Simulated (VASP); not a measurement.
# Te2Mo in VASP: further runs

Runs on Te2Mo. Level: PBE+D3(BJ). Tasks: single point.

Everything below comes from runs of VASP 6.6.1. Logs are shortened: lines on timing, memory, paths and dates and some standing lists are left out, and cuts for length are marked.

## (1) The cell of the first run

The cell holds a slab with vacuum, 6 atoms: a = 3.504 Å, b = 3.504 Å, c = 24.768 Å, α = 90.00°, β = 90.00°, γ = 120.00°.

## (2) Single point, PBE+D3(BJ) (layers slid over each other)

File INCAR:

```
PREC = Accurate
ENCUT = 520
EDIFF = 1E-6
ISMEAR = 0
SIGMA = 0.05
LREAL = F
LASPH = T
NELM = 80
ALGO = Normal
ISIF = 2
LWAVE = F
LCHARG = F
LDIPOL = T
IDIPOL = 3
DIPOL = 0.5 0.5 0.402
GGA = PE
IVDW = 12
NBANDS = 35
```

File KPOINTS:

```
Automatic mesh
0
Gamma
  9 9 1
```

File POSCAR:

```
Te2Mo
1.0
    3.5038816881      0.0000000000      0.0000000000
   -1.7519408440      3.0344505538      0.0000000000
    0.0000000000      0.0000000000     24.7677198395
Te Mo
4 2
Direct
    0.3333333333      0.6666666667      0.1816881017
    0.3333333333      0.6666666667      0.3284056818
    0.6666666667      1.3333333333      0.4749674171
    0.6666666667      1.3333333333      0.6216849972
    0.6666666667      0.3333333333      0.2550468917
    1.0000000000      1.0000000000      0.5483262072
```

Potentials or basis: VASP PAW PBE potentials, release 64 (Te, Mo_sv).

Command:

```
> cat potpaw_PBE.64/Te/POTCAR potpaw_PBE.64/Mo_sv/POTCAR > POTCAR
> mpirun -np 1 vasp_std > vasp.out
```

OUTCAR:

```text
PREC = Accurate
   ENCUT = 520
   EDIFF = 1E-6
   ISMEAR = 0
   LREAL = F
   LASPH = T
   NELM = 80
   ISIF = 2
   GGA = PE
   IVDW = 12
 IVDW          = 12

 ion  position               nearest neighbor table
   1  0.333  0.667  0.182-   5 2.72   5 2.72   5 2.72   2 3.63
   2  0.333  0.667  0.328-   5 2.72   5 2.72   5 2.72   1 3.63
   3  0.667  0.333  0.475-   6 2.72   6 2.72   6 2.72   4 3.63
   4  0.667  0.333  0.622-   6 2.72   6 2.72   6 2.72   3 3.63
   5  0.667  0.333  0.255-   1 2.72   1 2.72   1 2.72   2 2.72   2 2.72   2 2.72
   6  0.000  0.000  0.548-   4 2.72   4 2.72   4 2.72   3 2.72   3 2.72   3 2.72

  LATTYP: Found a hexagonal cell.
 ALAT       =     3.5038816881
 C/A-ratio  =     7.0686518679

  Lattice vectors:

 A1 = (   3.5038816881,   0.0000000000,   0.0000000000)
 A2 = (  -1.7519408440,   3.0344505538,   0.0000000000)
 A3 = (   0.0000000000,   0.0000000000,  24.7677198395)

Analysis of symmetry for initial positions (statically):
=====================================================================
 Subroutine PRICEL returns:
 Original cell was already a primitive cell.

 Routine SETGRP: Setting up the symmetry group for a
 hexagonal supercell.

 Subroutine GETGRP returns: Found  6 space group operations
 (whereof  6 operations were pure point group operations)
 out of a pool of 24 trial point group operations.

The static configuration has the point symmetry C_3v.

Analysis of symmetry for dynamics (positions and initial velocities):
=====================================================================
 Subroutine PRICEL returns:
 Original cell was already a primitive cell.

 Routine SETGRP: Setting up the symmetry group for a
 hexagonal supercell.

 Subroutine GETGRP returns: Found  6 space group operations
 (whereof  6 operations were pure point group operations)
 out of a pool of 24 trial point group operations.

The dynamic configuration has the point symmetry C_3v.

 Subroutine INISYM returns: Found  6 space group operations
 (whereof  6 operations are pure point group operations),
 and found     1 'primitive' translations

----------------------------------------------------------------------------------------

                                     Primitive cell

  volume of cell :     263.3392

  direct lattice vectors                    reciprocal lattice vectors
     3.503881688  0.000000000  0.000000000     0.285397764  0.164774476  0.000000000
    -1.751940844  3.034450554  0.000000000     0.000000000  0.329548952  0.000000000
     0.000000000  0.000000000 24.767719839     0.000000000  0.000000000  0.040375134

  length of vectors
     3.503881688  3.503881688 24.767719839     0.329548952  0.329548952  0.040375134

  position of ions in fractional coordinates (direct lattice)
     0.333333333  0.666666667  0.181688102
     0.333333333  0.666666667  0.328405682
     0.666666667  0.333333333  0.474967417
     0.666666667  0.333333333  0.621684997
     0.666666667  0.333333333  0.255046892
     0.000000000  0.000000000  0.548326207

  ion indices of the primitive-cell ions
   primitive index   ion index
                 1           1
                 2           2
                 3           3
                 4           4
                 5           5
                 6           6

----------------------------------------------------------------------------------------

 KPOINTS: Automatic mesh

Automatic generation of k-mesh.
 Grid dimensions read from file:
 generate k-points for:    9    9    1

 Generating k-lattice:

  Cartesian coordinates                     Fractional coordinates (reciprocal lattice)
     0.031710863  0.018308275  0.000000000     0.111111111  0.000000000  0.000000000
     0.000000000  0.036616550  0.000000000     0.000000000  0.111111111  0.000000000
     0.000000000  0.000000000  0.040375134     0.000000000  0.000000000  1.000000000

  Length of vectors
     0.036616550  0.036616550  0.040375134

  Shift w.r.t. Gamma in fractional coordinates (k-lattice)
     0.000000000  0.000000000  0.000000000

 Subroutine IBZKPT returns following result:
 ===========================================

 Found     12 irreducible k-points:

 Following reciprocal coordinates:
            Coordinates               Weight
  0.000000  0.000000  0.000000      1.000000
  0.111111  0.000000  0.000000      6.000000
  0.222222 -0.000000  0.000000      6.000000
  0.333333  0.000000  0.000000      6.000000
  0.444444 -0.000000  0.000000      6.000000
  0.111111  0.111111  0.000000      6.000000
  0.222222  0.111111  0.000000     12.000000
  0.333333  0.111111  0.000000     12.000000
  0.444444  0.111111  0.000000      6.000000
  0.222222  0.222222  0.000000      6.000000
  0.333333  0.222222  0.000000     12.000000
  0.333333  0.333333  0.000000      2.000000
   k-points           NKPTS =     12   k-points in BZ     NKDIM =     12   number of bands    NBANDS=     35
   number of dos      NEDOS =    301   number of ions     NIONS =      6
   total plane-waves  NPLWV = 150528
   dimension x,y,z NGX =    28 NGY =   28 NGZ =  192
   dimension x,y,z NGXF=    56 NGYF=   56 NGZF=  384
   ions per type =               4   2
   NGX,Y,Z   is equivalent  to a cutoff of  13.28, 13.28, 12.89 a.u.
   NGXF,Y,Z  is equivalent  to a cutoff of  26.57, 26.57, 25.77 a.u.
 SYSTEM =  unknown system
   PREC   = accura    normal or accurate (medium, high low for compatibility)
   ISTART =      0    job   : 0-new  1-cont  2-samecut
   ICHARG =      2    charge: 1-file 2-atom 10-const
   ISPIN  =      1    spin polarized calculation?
   LNONCOLLINEAR =      F non collinear calculations
   LSORBIT =      F    spin-orbit coupling
   LASPH  =      T    aspherical Exc in radial PAW
   ENCUT  =  520.0 eV  38.22 Ry    6.18 a.u.   6.51  6.51 46.05*2*pi/ulx,y,z
   NELM   =     80;   NELMIN=  2; NELMDL= -5     # of ELM steps
   EDIFF  = 0.1E-05   stopping-criterion for ELM
   LREAL  =      F    real-space projection
   EDIFFG = 0.1E-04   stopping-criterion for IOM
   NSW    =      0    number of steps for IOM
   IBRION =     -1    ionic relax: 0-MD 1-quasi-New 2-CG
   NFREE  =      0    steps in history (QN), initial steepest desc. (CG)
   ISIF   =      2    stress and relaxation
   ISYM   =      2    0-nonsym 1-usesym 2-fastsym
   POTIM  = 0.5000    time-step for ionic-motion
   TEBEG  =    0.0;   TEEND  =   0.0 temperature during run
   PSTRESS=    0.0 pullay stress
   NELECT =      52.0000    total number of electrons
   NUPDOWN=      -1.0000    fix difference up-down
   EMIN   =  10.00;   EMAX   =-10.00  energy-range for DOS
   EFERMI =   0.00;   METHOD = LEGACY
   ISMEAR =     0;   SIGMA  =   0.05  broadening in eV -4-tet -1-fermi 0-gaus
   EFERMI_NEDOS =   21; number of points for ismear=-14 and -15
   IALGO  =     38    algorithm
   IMIX   =      4    mixing-type and parameters
     AMIX     =   0.40;   BMIX     =  1.00
     AMIX_MAG =   1.60;   BMIX_MAG =  1.00
  volume/ion in A,a.u.               =      43.89       296.18
  Fermi-wavevector in a.u.,A,eV,Ry     =   0.953317  1.801508 12.365161  0.908814
  Thomas-Fermi vector in A             =   2.081961
   LORBIT       =      0    0 simple, 1 ext, 2 COOP (PROOUT), +10 PAW based schemes
   GGA     = PE    functional components
   LHFCALC =     F    Hartree Fock is set to
   AEXX    =    0.0000 exact exchange contribution
   IVDW    =    12    specifies the selected vdW correction
   LEPSILON=     F    determine dielectric tensor
   LRPA    =     F    only Hartree local field effects (RPA)
 non-spin polarized calculation
 Gauss-broadening in eV      SIGMA  =   0.05
  energy-cutoff  :      520.00
  volume of cell :      263.34
 maximum number of plane-waves:      7173
 NGX is ok and might be reduce to    28
   NGX = 13   NGY = 13   NGZ = 93

 dipolmoment           0.000000      0.000000     -0.000001 electrons x Angstroem

 number of electron      51.9999999 magnetization

 dipolmoment           0.000000      0.000000      0.002593 electrons x Angstroem

 Free energy of the ion-electron system (eV)
  ---------------------------------------------------
  ext. energy  EPLUGINS =         0.00000000
  ---------------------------------------------------
  free energy    TOTEN  =       -36.01044556 eV

  energy without entropy =      -36.01044556  energy(sigma->0) =      -36.01044556

 E-fermi :   2.8507     XC(G=0):  -6.4162

 val. band max:        2.4880740999   @ k =   0.3333   0.3333   0.0000
 cond. band min:       3.5999021640   @ k =   0.2222   0.2222   0.0000
 fundamental gap:      1.1118280642
 Fermi energy:         2.8506616951

 k-point     1 :       0.0000    0.0000    0.0000
  band No.  band energies     occupation
      1     -58.2064      2.00000
      2     -58.1671      2.00000
      3     -32.3841      2.00000
      4     -32.3434      2.00000
      5     -32.2390      2.00000
      6     -32.2390      2.00000
[... 27 lines left out ...]
     34       5.9808      0.00000
     35       6.6519      0.00000

 k-point     2 :       0.1111    0.0000    0.0000
  band No.  band energies     occupation
      1     -58.2052      2.00000
      2     -58.1659      2.00000
      3     -32.3806      2.00000
      4     -32.3399      2.00000
      5     -32.2549      2.00000
      6     -32.2427      2.00000
[... 27 lines left out ...]
     34       5.8472      0.00000
     35       6.8929      0.00000

 k-point     3 :       0.2222   -0.0000    0.0000
  band No.  band energies     occupation
      1     -58.2021      2.00000
      2     -58.1628      2.00000
      3     -32.3718      2.00000
      4     -32.3311      2.00000
      5     -32.2950      2.00000
      6     -32.2566      2.00000
[... 27 lines left out ...]
     34       6.0874      0.00000
     35       7.4416      0.00000

 k-point     4 :       0.3333    0.0000    0.0000
  band No.  band energies     occupation
      1     -58.1987      2.00000
      2     -58.1593      2.00000
      3     -32.3618      2.00000
      4     -32.3402      2.00000
      5     -32.3210      2.00000
      6     -32.3018      2.00000
[... 27 lines left out ...]
     34       6.2359      0.00000
     35       7.9102      0.00000

 k-point     5 :       0.4444   -0.0000    0.0000
  band No.  band energies     occupation
      1     -58.1964      2.00000
      2     -58.1571      2.00000
      3     -32.3695      2.00000
      4     -32.3552      2.00000
      5     -32.3311      2.00000
      6     -32.3144      2.00000
[... 27 lines left out ...]
     34       6.2852      0.00000
     35       6.5961      0.00000

 k-point     6 :       0.1111    0.1111    0.0000
  band No.  band energies     occupation
      1     -58.2031      2.00000
      2     -58.1637      2.00000
      3     -32.3745      2.00000
      4     -32.3337      2.00000
      5     -32.2815      2.00000
      6     -32.2506      2.00000
[... 27 lines left out ...]
     34       5.9631      0.00000
     35       7.2870      0.00000

 k-point     7 :       0.2222    0.1111    0.0000
  band No.  band energies     occupation
      1     -58.1998      2.00000
      2     -58.1605      2.00000
      3     -32.3650      2.00000
      4     -32.3243      2.00000
      5     -32.3209      2.00000
      6     -32.2825      2.00000
[... 27 lines left out ...]
     34       6.0277      0.00000
     35       7.9900      0.00000

 k-point     8 :       0.3333    0.1111    0.0000
  band No.  band energies     occupation
      1     -58.1969      2.00000
      2     -58.1576      2.00000
      3     -32.3567      2.00000
      4     -32.3551      2.00000
      5     -32.3167      2.00000
      6     -32.3160      2.00000
[... 27 lines left out ...]
     34       6.0726      0.00000
     35       7.3528      0.00000

 k-point     9 :       0.4444    0.1111    0.0000
  band No.  band energies     occupation
      1     -58.1958      2.00000
      2     -58.1565      2.00000
      3     -32.3686      2.00000
      4     -32.3535      2.00000
      5     -32.3301      2.00000
      6     -32.3127      2.00000
[... 27 lines left out ...]
     34       6.0569      0.00000
     35       6.6008      0.00000

 k-point    10 :       0.2222    0.2222    0.0000
  band No.  band energies     occupation
      1     -58.1971      2.00000
      2     -58.1578      2.00000
      3     -32.3573      2.00000
      4     -32.3430      2.00000
      5     -32.3166      2.00000
      6     -32.3045      2.00000
[... 27 lines left out ...]
     34       6.2022      0.00000
     35       8.2714      0.00000

 k-point    11 :       0.3333    0.2222    0.0000
  band No.  band energies     occupation
      1     -58.1954      2.00000
      2     -58.1561      2.00000
      3     -32.3537      2.00000
      4     -32.3523      2.00000
      5     -32.3152      2.00000
      6     -32.3116      2.00000
[... 27 lines left out ...]
     34       6.4029      0.00000
     35       7.1717      0.00000

 k-point    12 :       0.3333    0.3333    0.0000
  band No.  band energies     occupation
      1     -58.1948      2.00000
      2     -58.1555      2.00000
      3     -32.3506      2.00000
      4     -32.3410      2.00000
      5     -32.3242      2.00000
      6     -32.3098      2.00000
[... 27 lines left out ...]
     34       6.5551      0.00000
     35       7.1638      0.00000

------------------------ aborting loop because EDIFF is reached ----------------------------------------

 vacuum level on the upper side and lower side of the slab       (xc-potential included)        -0.124        -0.167

 Edisp (eV)   -2.75850

 E8    (eV) :    -1.3053

  FORCE on cell =-STRESS in cart. coord.  units (eV):
  Direction    XX          YY          ZZ          XY          YZ          ZX
  --------------------------------------------------------------------------------------
  -------------------------------------------------------------------------------------
  Total      -0.18564    -0.18564    -0.61563    -0.00000     0.00000     0.00000
  in kB      -1.12943    -1.12943    -3.74552    -0.00000     0.00000     0.00000
  external pressure =       -2.00 kB  Pullay stress =        0.00 kB

 VOLUME and BASIS-vectors are now :
 -----------------------------------------------------------------------------
  energy-cutoff  :      520.00
  volume of cell :      263.34
      direct lattice vectors                 reciprocal lattice vectors
     3.503881688  0.000000000  0.000000000     0.285397764  0.164774476  0.000000000
    -1.751940844  3.034450554  0.000000000     0.000000000  0.329548952  0.000000000
     0.000000000  0.000000000 24.767719839     0.000000000  0.000000000  0.040375134

 POSITION                                       TOTAL-FORCE (eV/Angst)
 -----------------------------------------------------------------------------------
     -0.00000      2.02297      4.50000        -0.000000      0.000000      0.007086
     -0.00000      2.02297      8.13386        -0.000000     -0.000000      0.117877
      1.75194      1.01148     11.76386        -0.000000      0.000000     -0.101015
      1.75194      1.01148     15.39772        -0.000000     -0.000000      0.005791
      1.75194      1.01148      6.31693         0.000000      0.000000      0.006443
      0.00000      0.00000     13.58079        -0.000000      0.000000     -0.036182
 -----------------------------------------------------------------------------------
    total drift:                               -0.000001      0.000000     -0.000313

  FREE ENERGIE OF THE ION-ELECTRON SYSTEM (eV)
  ---------------------------------------------------
  free  energy   TOTEN  =       -38.7689436580 eV

  energy  without entropy=      -38.7689436580  energy(sigma->0) =      -38.76894366

 vacuum level on the upper side and lower side of the slab         7.209         7.165
```

Run time: 3.1 min. Hardware: 1 thread of Intel Xeon Platinum 8488C (Sapphire Rapids), shared host; peak memory 0.41 GiB.

Results:

```
Free energy                : -38.7689 eV
Largest force              : 0.118 eV/Å
Band gap on the k mesh     : 1.11 eV (least direct gap 1.15 eV)
Dispersion energy per atom : -0.460 eV
```

Forces on the atoms (eV/Å):
```
Te   0.000  0.000  0.007
Te   0.000  0.000  0.118
Te   0.000  0.000 -0.101
Te   0.000  0.000  0.006
Mo   0.000  0.000  0.006
Mo   0.000  0.000 -0.036
```

Caveat: the cell differs from its parent crystal (layers slid over each other); spin-orbit coupling is left out, which moves the levels of the heavy elements.

## (3) Single point, PBE+D3(BJ)

File INCAR:

```
SYSTEM = Te2Mo
ALGO = Normal ; DIPOL = 0.5 0.5 0.402
EDIFF = 1E-7 ; ENCUT = 520
GGA = PE ; IDIPOL = 3
ISIF = 2 ; ISMEAR = 0
IVDW = 12 ; LASPH = .TRUE.
LCHARG = .FALSE. ; LDIPOL = .TRUE.
LREAL = .FALSE. ; LWAVE = .FALSE.
NBANDS = 35 ; NELM = 80
PREC = Accurate ; SIGMA = 0.05
```

File KPOINTS:

```
k-points
0
G
  9 9 1
  0 0 0
```

POSCAR is that of step 2.

Potentials or basis: VASP PAW PBE potentials, release 64 (Te, Mo_sv).

Command:

```
> cat potpaw_PBE.64/Te/POTCAR potpaw_PBE.64/Mo_sv/POTCAR > POTCAR
> mpirun -np 1 vasp_std > vasp.out
```

Wall time 3.2 min (1 thread of Intel Xeon Platinum 8488C (Sapphire Rapids), shared host); peak memory 0.4 GiB.

It converged, with:

| Quantity | Value |
| --- | --- |
| Free energy | -38.7689 eV |
| Largest force | 0.118 eV/Å |
| Band gap on the k mesh | 1.11 eV (least direct gap 1.15 eV) |
| Dispersion energy per atom | -0.460 eV |

Forces in eV/Å, atoms in the order of the input:
```
Te   0.000  0.000  0.007
Te   0.000  0.000  0.118
Te   0.000  0.000 -0.101
Te   0.000  0.000  0.006
Mo   0.000  0.000  0.006
Mo   0.000  0.000 -0.036
```

Levels at points of the mesh, in eV from the valence-band top:
| k point | band 23 | band 24 | band 25 | band 26 | band 27 | band 28 | band 29 | band 30 |
| --- | --- | --- | --- | --- | --- | --- | --- | --- |
| (0.00, 0.00, 0.00) | -0.83 | -0.83 | -0.73 | -0.16 | 3.13 | 3.13 | 3.21 | 3.21 |

Caveat: spin-orbit coupling is left out, which moves the levels of the heavy elements.
